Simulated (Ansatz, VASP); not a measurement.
**Two plane-wave programs on Ru3S**

The input INCAR:

```
PREC = Accurate ; ENCUT = 600
EDIFF = 1E-6 ; ISMEAR = 0
SIGMA = 0.1 ; LREAL = F
LASPH = T ; NELM = 80
ALGO = Fast ; ISIF = 3
LWAVE = F ; LCHARG = F
GGA = PE ; IBRION = 2
NSW = 100 ; EDIFFG = -0.01
```

Contents of KPOINTS:

```
regular mesh
0
Gamma
  12 12 12
```

The input POSCAR:

```
Ru3S
1.0
    3.7977746800      0.0000000000      0.0000000000
    0.0000000000      3.7977746800      0.0000000000
    0.0000000000      0.0000000000      3.7977746800
Ru S
3 1
Direct
    0.0000000000      0.5000000000      0.5000000000
    0.5000000000      0.0000000000      0.5000000000
    0.5000000000      0.5000000000      0.0000000000
    0.0000000000      0.0000000000      0.0000000000
```

Input for Ansatz:

```yaml
crystal:
  lattice:
    - [3.79777468, 0.0, 0.0]
    - [0.0, 3.79777468, 0.0]
    - [0.0, 0.0, 3.79777468]
  atoms:
    - { symbol: Ru, position: [0.0, 0.5, 0.5] }
    - { symbol: Ru, position: [0.5, 0.0, 0.5] }
    - { symbol: Ru, position: [0.5, 0.5, 0.0] }
    - { symbol: S, position: [0.0, 0.0, 0.0] }
basis:
  ecutwfc: 420
kpoints:
  mp_grid: { grid: [12, 12, 12] }
hamiltonian:
  xc: pbe
scf:
  occupations: { method: gaussian, width: 0.1 }
output:
  forces: true
  stress: true
  eigenvalues: true
relax:
  adjacent_minimum: "off"
  f_tol: 0.01
  max_steps: 80
  cell: { stress_tol: 0.05 }
```

Alike in both runs: task relaxation of cell and atoms; functional PBE; k mesh 12 × 12 × 12; occupations gaussian, width 0.1 eV; no spin polarisation.

```csv
,VASP,Ansatz
version,VASP 6.6.1,Ansatz 0.2.0
potentials or method,"VASP PAW PBE potentials, release 64 (Ru_pv, S), cutoff 600 eV","scalar-relativistic, plane waves, PAW"
valence electrons in the cell,48,54
```

|  | VASP | Ansatz | Ansatz less VASP |
| --- | --- | --- | --- |
| gap on the k mesh at the Fermi level, each at its own relaxed structure (eV) | none | none | - |
| relaxed volume (Å³/atom) | 13.70 | 13.70 | 0.000 |
| relaxed length of the cell vector where the two differ most in proportion (Å) | 3.799 | 3.798 | 0.0000 |

A gap of «none» marks a metal or a gap that the smearing closes. VASP's potentials hold 48 valence electrons a cell and Ansatz's 54, so a difference there can come from the potentials and not from the codes.
